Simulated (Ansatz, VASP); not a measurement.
Two plane-wave programs on MoS2

```
Mo S
1.0
    -3.14143    0.00000    0.00000
    -1.57072   -2.72056    0.00000
    -0.94243    0.00000   12.57882
Mo S
2 4
Direct
  0.25833 0.33333 0.25000
  0.44167 0.66667 0.75000
  0.14552 0.33333 0.62605
  0.62885 0.66667 0.12605
  0.07115 0.33333 0.87395
  0.55448 0.66667 0.37395
```

Alike in both runs: task single point; functional PBEsol; k mesh 10 × 10 × 2; occupations gaussian, width 0.05 eV; no spin polarisation.

|  | VASP | Ansatz |
| --- | --- | --- |
| version | VASP 6.6.1 | Ansatz 0.2.0 |
| potentials or method | VASP PAW PBE potentials, release 64 (Mo_sv, S), cutoff 520 eV | scalar-relativistic, plane waves, PAW |
| valence electrons in the cell | 52 | 52 |

Ansatz gave:

```
gap on the k mesh at the Fermi level (eV)                     : 1.00
least direct gap on the mesh (eV)                             : 1.97
pressure (GPa)                                                : 0.2
traceless stress, the component that is largest in VASP (GPa) : 0.29
rms of the force components (eV/Å)                            : 0.034
```

What did VASP give for the same quantities?

gap on the k mesh at the Fermi level (eV): 1.02; least direct gap on the mesh (eV): 1.97; pressure (GPa): 0.2; traceless stress, the component that is largest in VASP (GPa): 0.29; rms of the force components (eV/Å): 0.034.

VASP's potentials were made for PBE, not for PBEsol. Atom by atom the forces differ by 0.000 eV/Å (rms over components). The functional is the same, so the differences come from potentials, cutoffs and numerics.
